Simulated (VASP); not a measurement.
# HfC (P6_3/mmc) in VASP: notebook

The runs below take HfC through single point, with LDA.

Everything below comes from runs of VASP 6.6.1. Logs are shortened: lines on timing, memory, paths and dates and some standing lists are left out, and cuts for length are marked.

### Step 1. The cell of the first run

The structure is hexagonal, space group P6_3/mmc (No. 194). Conventional cell: a = 3.275 Å, b = 3.275 Å, c = 5.097 Å, α = 90.00°, β = 90.00°, γ = 120.00°. Within 3.0 Å of Hf (site symmetry -6m2) lie 6 C at 2.28 Å. Within 3.0 Å of C (site symmetry -3m) lie 6 Hf at 2.28 Å and 2 C at 2.55 Å.

### Step 2. Single point, LDA

The input, INCAR:

```
PREC = Accurate ; ENCUT = 520
EDIFF = 1E-6 ; ISMEAR = -1
SIGMA = 0.1 ; LREAL = F
LASPH = T ; NELM = 100
ALGO = Normal ; ISIF = 2
LWAVE = F ; LCHARG = F
GGA = CA ; NBANDS = 22
```

The input, KPOINTS:

```
regular mesh
0
Gamma
  8 8 5
```

The input, POSCAR:

```
HfC
1.0
    3.2746250969      0.0000000000      0.0000000000
   -1.6373125484      2.8359086418      0.0000000000
    0.0000000000      0.0000000000      5.0965063620
Hf C
2 2
Direct
    0.6666666667      0.3333333333      0.7500000000
    0.3333333333      0.6666666667      0.2500000000
    0.0000000000      0.0000000000      0.0000000000
    0.0000000000      0.0000000000      0.5000000000
```

Potentials or basis: VASP PAW LDA potentials, release 64 (Hf_pv, C).

The run is started by

```sh
$ cat potpaw_LDA.64/Hf_pv/POTCAR potpaw_LDA.64/C/POTCAR > POTCAR
$ mpirun -np 1 vasp_std > vasp.out
```

OUTCAR:

```text
PREC = Accurate
   ENCUT = 520
   EDIFF = 1E-6
   ISMEAR = -1
   LREAL = F
   LASPH = T
   NELM = 100
   ISIF = 2
   GGA = CA

 ion  position               nearest neighbor table
   1  0.667  0.333  0.750-   3 2.28   4 2.28   3 2.28   4 2.28   3 2.28   4 2.28   2 3.17   2 3.17
                             2 3.17   2 3.17   2 3.17   2 3.17
   2  0.333  0.667  0.250-   3 2.28   4 2.28   3 2.28   4 2.28   3 2.28   4 2.28   1 3.17   1 3.17
                             1 3.17   1 3.17   1 3.17   1 3.17
   3  0.000  0.000  0.000-   1 2.28   2 2.28   1 2.28   2 2.28   1 2.28   2 2.28
   4  0.000  0.000  0.500-   1 2.28   2 2.28   1 2.28   2 2.28   1 2.28   2 2.28

  LATTYP: Found a hexagonal cell.
 ALAT       =     3.2746250969
 C/A-ratio  =     1.5563633122

  Lattice vectors:

 A1 = (   3.2746250969,   0.0000000000,   0.0000000000)
 A2 = (  -1.6373125484,   2.8359086418,   0.0000000000)
 A3 = (   0.0000000000,   0.0000000000,   5.0965063620)

Analysis of symmetry for initial positions (statically):
=====================================================================
 Subroutine PRICEL returns:
 Original cell was already a primitive cell.

 Routine SETGRP: Setting up the symmetry group for a
 hexagonal supercell.

 Subroutine GETGRP returns: Found 24 space group operations
 (whereof 12 operations were pure point group operations)
 out of a pool of 24 trial point group operations.

The static configuration has the point symmetry D_3d.
 The point group associated with its full space group is D_6h.

Analysis of symmetry for dynamics (positions and initial velocities):
=====================================================================
 Subroutine PRICEL returns:
 Original cell was already a primitive cell.

 Routine SETGRP: Setting up the symmetry group for a
 hexagonal supercell.

 Subroutine GETGRP returns: Found 24 space group operations
 (whereof 12 operations were pure point group operations)
 out of a pool of 24 trial point group operations.

The dynamic configuration has the point symmetry D_3d.
 The point group associated with its full space group is D_6h.

 Subroutine INISYM returns: Found 24 space group operations
 (whereof 12 operations are pure point group operations),
 and found     1 'primitive' translations

----------------------------------------------------------------------------------------

                                     Primitive cell

  volume of cell :      47.3289

  direct lattice vectors                    reciprocal lattice vectors
     3.274625097  0.000000000  0.000000000     0.305378469  0.176310334  0.000000000
    -1.637312548  2.835908642  0.000000000     0.000000000  0.352620668  0.000000000
     0.000000000  0.000000000  5.096506362     0.000000000  0.000000000  0.196212842

  length of vectors
     3.274625097  3.274625201  5.096506362     0.352620679  0.352620668  0.196212842

  position of ions in fractional coordinates (direct lattice)
     0.666666667  0.333333333  0.750000000
     0.333333333  0.666666667  0.250000000
     0.000000000  0.000000000  0.000000000
     0.000000000  0.000000000  0.500000000

  ion indices of the primitive-cell ions
   primitive index   ion index
                 1           1
                 2           2
                 3           3
                 4           4

----------------------------------------------------------------------------------------

 KPOINTS: regular mesh

Automatic generation of k-mesh.
 Grid dimensions read from file:
 generate k-points for:    8    8    5

 Generating k-lattice:

  Cartesian coordinates                     Fractional coordinates (reciprocal lattice)
     0.038172309  0.022038792  0.000000000     0.125000000  0.000000000  0.000000000
     0.000000000  0.044077584  0.000000000     0.000000000  0.125000000  0.000000000
     0.000000000  0.000000000  0.039242568     0.000000000  0.000000000  0.200000000

  Length of vectors
     0.044077585  0.044077584  0.039242568

  Shift w.r.t. Gamma in fractional coordinates (k-lattice)
     0.000000000  0.000000000  0.000000000

 Subroutine IBZKPT returns following result:
 ===========================================

 Found     30 irreducible k-points:

 Following reciprocal coordinates:
            Coordinates               Weight
  0.000000  0.000000  0.000000      1.000000
  0.125000  0.000000  0.000000      6.000000
  0.250000  0.000000  0.000000      6.000000
  0.375000  0.000000  0.000000      6.000000
  0.500000  0.000000  0.000000      3.000000
  0.125000  0.125000  0.000000      6.000000
[... 16 lines left out ...]
  0.250000  0.000000  0.400000     12.000000
  0.375000  0.000000  0.400000     12.000000
 [... further k-points ...]
   k-points           NKPTS =     30   k-points in BZ     NKDIM =     30   number of bands    NBANDS=     22
   number of dos      NEDOS =    301   number of ions     NIONS =      4
   total plane-waves  NPLWV =  23040
   dimension x,y,z NGX =    24 NGY =   24 NGZ =   40
   dimension x,y,z NGXF=    48 NGYF=   48 NGZF=   80
   ions per type =               2   2
   NGX,Y,Z   is equivalent  to a cutoff of  12.18, 12.18, 13.05 a.u.
   NGXF,Y,Z  is equivalent  to a cutoff of  24.37, 24.37, 26.10 a.u.
 SYSTEM =  unknown system
   PREC   = accura    normal or accurate (medium, high low for compatibility)
   ISTART =      0    job   : 0-new  1-cont  2-samecut
   ICHARG =      2    charge: 1-file 2-atom 10-const
   ISPIN  =      1    spin polarized calculation?
   LNONCOLLINEAR =      F non collinear calculations
   LSORBIT =      F    spin-orbit coupling
   LASPH  =      T    aspherical Exc in radial PAW
   ENCUT  =  520.0 eV  38.22 Ry    6.18 a.u.   6.09  6.09  9.48*2*pi/ulx,y,z
   NELM   =    100;   NELMIN=  2; NELMDL= -5     # of ELM steps
   EDIFF  = 0.1E-05   stopping-criterion for ELM
   LREAL  =      F    real-space projection
   EDIFFG = 0.1E-04   stopping-criterion for IOM
   NSW    =      0    number of steps for IOM
   IBRION =     -1    ionic relax: 0-MD 1-quasi-New 2-CG
   NFREE  =      0    steps in history (QN), initial steepest desc. (CG)
   ISIF   =      2    stress and relaxation
   ISYM   =      2    0-nonsym 1-usesym 2-fastsym
   POTIM  = 0.5000    time-step for ionic-motion
   TEBEG  =    0.0;   TEEND  =   0.0 temperature during run
   PSTRESS=    0.0 pullay stress
   NELECT =      28.0000    total number of electrons
   NUPDOWN=      -1.0000    fix difference up-down
   EMIN   =  10.00;   EMAX   =-10.00  energy-range for DOS
   EFERMI =   0.00;   METHOD = LEGACY
   ISMEAR =    -1;   SIGMA  =   0.10  broadening in eV -4-tet -1-fermi 0-gaus
   EFERMI_NEDOS =   21; number of points for ismear=-14 and -15
   IALGO  =     38    algorithm
   IMIX   =      4    mixing-type and parameters
     AMIX     =   0.40;   BMIX     =  1.00
     AMIX_MAG =   1.60;   BMIX_MAG =  1.00
  volume/ion in A,a.u.               =      11.83        79.85
  Fermi-wavevector in a.u.,A,eV,Ry     =   1.374312  2.597073 25.697784  1.888734
  Thomas-Fermi vector in A             =   2.499750
   LORBIT       =      0    0 simple, 1 ext, 2 COOP (PROOUT), +10 PAW based schemes
   GGA     = CA    functional components
   LHFCALC =     F    Hartree Fock is set to
   AEXX    =    0.0000 exact exchange contribution
   IVDW    =     0    specifies the selected vdW correction
   LEPSILON=     F    determine dielectric tensor
   LRPA    =     F    only Hartree local field effects (RPA)
 non-spin polarized calculation
  energy-cutoff  :      520.00
  volume of cell :       47.33
 maximum number of plane-waves:      1292
   NGX = 13   NGY = 13   NGZ = 19

 number of electron      27.9999997 magnetization

 Free energy of the ion-electron system (eV)
  ---------------------------------------------------
  ext. energy  EPLUGINS =         0.00000000
  ---------------------------------------------------
  free energy    TOTEN  =       -45.04025906 eV

  energy without entropy =      -45.01661834  energy(sigma->0) =      -45.02843870

 E-fermi :   6.7093     XC(G=0): -12.7815

 val. band max:        6.6575215367   @ k =   0.2500   0.2500   0.2000
 cond. band min:       6.9146277838   @ k =   0.3750   0.2500   0.0000
 fundamental gap:      0.2571062470
 Fermi energy:         6.7093100908

 k-point     1 :       0.0000    0.0000    0.0000
  band No.  band energies     occupation
      1     -23.5587      2.00000
      2     -22.8294      2.00000
      3     -22.8294      2.00000
      4     -22.7184      2.00000
      5     -22.7184      2.00000
      6     -22.6131      2.00000
[... 14 lines left out ...]
     21      11.3286      0.00000
     22      15.4657      0.00000

 k-point     2 :       0.1250    0.0000    0.0000
  band No.  band energies     occupation
      1     -23.5129      2.00000
      2     -22.9234      2.00000
      3     -22.8646      2.00000
      4     -22.8049      2.00000
      5     -22.7220      2.00000
      6     -22.6307      2.00000
[... 14 lines left out ...]
     21      12.1182      0.00000
     22      14.7957      0.00000

 k-point     3 :       0.2500    0.0000    0.0000
  band No.  band energies     occupation
      1     -23.3898      2.00000
      2     -23.1508      2.00000
      3     -22.9995      2.00000
      4     -22.9392      2.00000
      5     -22.7406      2.00000
      6     -22.6852      2.00000
[... 14 lines left out ...]
     21      13.8157      0.00000
     22      13.8480      0.00000
[... 476 lines left out ...]
 k-point    23 :       0.2500    0.0000    0.4000
  band No.  band energies     occupation
      1     -23.3116      2.00000
      2     -23.1982      2.00000
      3     -22.9299      2.00000
      4     -22.8714      2.00000
      5     -22.8101      2.00000
      6     -22.7957      2.00000
[... 14 lines left out ...]
     21      13.9574      0.00000
     22      14.1338      0.00000

 k-point    24 :       0.3750    0.0000    0.4000
  band No.  band energies     occupation
      1     -23.4480      2.00000
      2     -23.3779      2.00000
      3     -22.9246      2.00000
      4     -22.9229      2.00000
      5     -22.8501      2.00000
      6     -22.8027      2.00000
[... 14 lines left out ...]
     21      14.4975      0.00000
     22      14.7619      0.00000

 [... further k-points ...]

------------------------ aborting loop because EDIFF is reached ----------------------------------------

  FORCE on cell =-STRESS in cart. coord.  units (eV):
  Direction    XX          YY          ZZ          XY          YZ          ZX
  --------------------------------------------------------------------------------------
  -------------------------------------------------------------------------------------
  Total        0.5368802      0.5368803      1.3327665      0.0000000     -0.0000000      0.0000000
  in kB       18.1744641     18.1744656     45.1167959      0.0000000     -0.0000000      0.0000000
  external PRESSURE =      27.1552418 kB  Pullay stress =       0.0000000 kB

 VOLUME and BASIS-vectors are now :
 -----------------------------------------------------------------------------
  energy-cutoff  :      520.00
  volume of cell :       47.33
      direct lattice vectors                 reciprocal lattice vectors
     3.274625097  0.000000000  0.000000000     0.305378469  0.176310334  0.000000000
    -1.637312548  2.835908642  0.000000000     0.000000000  0.352620668  0.000000000
     0.000000000  0.000000000  5.096506362     0.000000000  0.000000000  0.196212842

 POSITION                                       TOTAL-FORCE (eV/Angst)
 -----------------------------------------------------------------------------------
      1.63731      0.94530      3.82238         0.000000      0.000000      0.000000
     -0.00000      1.89061      1.27413        -0.000000      0.000000      0.000000
      0.00000      0.00000      0.00000        -0.000000      0.000000      0.000000
      0.00000      0.00000      2.54825        -0.000000      0.000000      0.000000
 -----------------------------------------------------------------------------------
    total drift:                                0.000000     -0.000000      0.000000

  FREE ENERGIE OF THE ION-ELECTRON SYSTEM (eV)
  ---------------------------------------------------
  free  energy   TOTEN  =       -45.0402590580 eV

  energy  without entropy=      -45.0166183421  energy(sigma->0) =      -45.02843870
```

Run time: 22 s. Hardware: 1 thread of Intel Xeon 6975P-C, shared host; peak memory 0.16 GiB.

Results:

- Free energy: -45.0403 eV
- Pressure: 2.7 GPa
- Band gap on the k mesh: zero (band 14 reaches 7.80 eV, above the bottom of band 15 at 6.58 eV)

Caveat: spin-orbit coupling is left out, which moves the levels of the heavy elements.

### Step 3. Single point, LDA

This run uses another cell than the first one, of 12.08 Å³/atom, 1.021 times its volume.

The input, INCAR:

```
SYSTEM = HfC
PREC     = Accurate       ! precision mode
ENCUT    = 520            ! plane-wave cutoff, eV
EDIFF    = 1E-6           ! SCF threshold, eV
ISMEAR   = -1             ! smearing method
SIGMA    = 0.1            ! smearing width, eV
LREAL    = .False.        ! projectors in reciprocal space
LASPH    = .True.         ! aspherical terms in the spheres
NELM     = 60             ! most SCF steps
ALGO     = Normal         ! electronic algorithm
ISIF     = 2              ! what is computed and relaxed
LWAVE    = .False.        ! write WAVECAR
LCHARG   = .True.         ! write CHGCAR
GGA      = CA             ! functional
LELF     = .True.         ! ELF
LVHAR    = .True.       
NBANDS   = 22             ! bands
```

The input, KPOINTS:

```
Automatic mesh
0
Gamma
  8 8 5
  0 0 0
```

The input, POSCAR:

```
HfC
1.0
    3.2976865968      0.0000000000      0.0000000000
   -1.6488432984      2.8558804875      0.0000000000
    0.0000000000      0.0000000000      5.1323984344
Hf C
2 2
Direct
    0.6666666667      0.3333333333      0.7500000000
    0.3333333333      0.6666666667      0.2500000000
    0.0000000000      0.0000000000      0.0000000000
    0.0000000000      0.0000000000      0.5000000000
```

Potentials or basis: VASP PAW LDA potentials, release 64 (Hf_pv, C).

The run is started by

```sh
$ cat potpaw_LDA.64/Hf_pv/POTCAR potpaw_LDA.64/C/POTCAR > POTCAR
$ mpirun -np 1 vasp_std > vasp.out
```

It took 72 s on 1 thread of Intel Xeon 6975P-C, shared host; peak memory 0.17 GiB.

It converged, with:

| Property | Result |
| --- | --- |
| Free energy | -45.0398 eV |
| Pressure | -2.8 GPa |
| Band gap on the k mesh | zero (band 14 reaches 7.62 eV, above the bottom of band 15 at 6.42 eV) |

Stress tensor (GPa, compression positive):
```
-3.83  0.00  0.00
 0.00 -3.83  0.00
 0.00  0.00 -0.90
```

Levels at points of the mesh, in eV from the Fermi level:
```tsv
k point	band 10	band 11	band 12	band 13	band 14	band 15	band 16	band 17	band 18	band 19
(0.00, 0.00, 0.00)	-3.13	-3.13	-1.18	-1.18	1.07	1.49	1.49	2.00	2.00	2.47
(0.50, 0.00, 0.00)	-3.98	-3.53	-3.22	-1.78	-0.97	1.60	4.54	5.02	5.07	5.82
```

Caveat: spin-orbit coupling is left out, which moves the levels of the heavy elements.

### Step 4. Single point, LDA

This run uses another cell than the first one, of 12.34 Å³/atom, 1.043 times its volume.

The input, INCAR:

```
SYSTEM = HfC
ALGO = Normal ; EDIFF = 1E-7
ENCUT = 520 ; ISIF = 2
ISMEAR = -1 ; LASPH = .True.
LCHARG = .False. ; LREAL = .False.
LWAVE = .False. ; NBANDS = 22
NELM = 80 ; PREC = Accurate
SIGMA = 0.1
```

The input, KPOINTS:

```
k-points
0
Gamma
  8 8 5
  0 0 0
```

The input, POSCAR:

```
HfC
1.0
    3.3204299817      0.0000000000      0.0000000000
   -1.6602149909      2.8755768374      0.0000000000
    0.0000000000      0.0000000000      5.1677954043
Hf C
2 2
Direct
    0.6666666667      0.3333333333      0.7500000000
    0.3333333333      0.6666666667      0.2500000000
    0.0000000000      0.0000000000      0.0000000000
    0.0000000000      0.0000000000      0.5000000000
```

The run is started by

```sh
$ cat potpaw_LDA.64/Hf_pv/POTCAR potpaw_LDA.64/C/POTCAR > POTCAR
$ mpirun -np 1 vasp_std > vasp.out
```

Run time: 75 s. Hardware: 1 thread of Intel Xeon 6975P-C, shared host; peak memory 0.17 GiB.

Results (log left out):

| Property | Result |
| --- | --- |
| Free energy | -45.0063 eV |
| Pressure | -7.9 GPa |
| Band gap on the k mesh | zero (band 14 reaches 7.44 eV, above the bottom of band 15 at 6.26 eV) |

Stress tensor (GPa, compression positive):
```
-8.90  0.00  0.00
 0.00 -8.90  0.00
 0.00  0.00 -5.76
```

Levels at points of the mesh, in eV from the Fermi level:
| k point | band 12 | band 13 | band 14 | band 15 | band 16 | band 17 |
| --- | --- | --- | --- | --- | --- | --- |
| (0.00, 0.00, 0.00) | -1.16 | -1.16 | 1.05 | 1.46 | 1.46 | 1.95 |
| (0.50, 0.00, 0.00) | -3.20 | -1.76 | -1.00 | 1.55 | 4.43 | 4.90 |

Caveat: spin-orbit coupling is left out, which moves the levels of the heavy elements.

### Step 5. Overview

| cell | gap on the mesh (eV) | pressure (GPa) |
| --- | --- | --- |
| a = 3.275, b = 3.275, c = 5.097 Å, angles 90.0, 90.0, 120.0°, 4 atoms | none | 2.7 |
| a = 3.298, b = 3.298, c = 5.132 Å, angles 90.0, 90.0, 120.0°, 4 atoms | none | -2.8 |
| a = 3.320, b = 3.320, c = 5.168 Å, angles 90.0, 90.0, 120.0°, 4 atoms | none | -7.9 |

Alike in all rows: task single point; level LDA; potentials or basis VASP PAW LDA potentials, release 64 (Hf_pv, C); no spin polarisation; k mesh 8 × 8 × 5; cutoff (eV) 520; smearing fermi-dirac 0.1 eV.

Caveats: spin-orbit coupling is left out, which moves the levels of the heavy elements.

Absolute energies hang on the potentials; compare differences alone.
